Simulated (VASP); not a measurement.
The system is GaAs2.

```
Ga As
1.0
     0.00000    3.07103    3.07103
     3.07103    0.00000    3.07103
     3.07103    3.07103    0.00000
Ga As
1 2
Direct
  0.00000 0.00000 0.00000
  0.25000 0.25000 0.25000
  0.75000 0.75000 0.75000
```

| Item | Value |
| --- | --- |
| Program | VASP 6.6.1 |
| Task | relaxation of cell and atoms |
| Functional | PBE |
| Potentials or basis | VASP PAW PBE potentials, release 64 (Ga_d, As) |
| Cutoff | 600 eV |
| k mesh | 6 × 6 × 6 |
| Occupations | gaussian, width 0.1 eV |
| Spin | no spin polarisation |

At the start: pressure 8.7 GPa; volume 19.31 Å³/atom.

**Question.** How do energy, volume and symmetry change on relaxing?

**Answer.** Over 3 steps the energy falls by 53.5 meV/atom and the volume is 21.47 Å³/atom (+11.2 %); space group Fm-3m (No. 225, to 0.05 Å).

The path:
```
step  energy change (eV)  largest force (eV/Å)  pressure (GPa)  volume (Å³)
   1              0.0000                0.0000            8.71        57.93
   2             -0.1387                0.0000           -2.46        67.18
   3             -0.1604                0.0000            0.06        64.40
```

Final structure:
```xyz
3
Lattice="0.0000 3.1815 3.1815 3.1815 0.0000 3.1815 3.1815 3.1815 0.0000" Properties=species:S:1:pos:R:3 pbc="T T T"
Ga    0.0000    0.0000    0.0000
As    1.5907    1.5907    1.5907
As    4.7722    4.7722    4.7722
```
